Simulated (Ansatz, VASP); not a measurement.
## Two plane-wave programs on MgO

```
CELL_PARAMETERS angstrom
-0.01891 2.10955 2.10955
2.10955 -0.01891 2.10955
2.10955 2.10955 -0.01891
ATOMIC_POSITIONS crystal
Mg 0.00000 0.00000 0.00000
O 0.50000 0.50000 0.50000
```

Alike in both runs: task single point; functional PBEsol; k mesh 9 × 9 × 9; non-collinear spin, spin-orbit coupling.

|  | VASP | Ansatz |
| --- | --- | --- |
| version | VASP 6.6.1 | Ansatz 0.2.0 |
| potentials or method | VASP PAW PBE potentials, release 64 (Mg, O), cutoff 600 eV | plane waves, PAW |
| occupations | gaussian, width 0.01 eV | fixed |
| valence electrons in the cell | 8 | 16 |

|  | VASP | Ansatz | Ansatz less VASP |
| --- | --- | --- | --- |
| net moment per atom (μB) | 0.00 | 0.00 | 0.000 |

VASP's potentials were made for PBE, not for PBEsol, and Ansatz warns of the same on its side. VASP's potentials hold 8 valence electrons a cell and Ansatz's 16, so a difference there can come from the potentials and not from the codes.
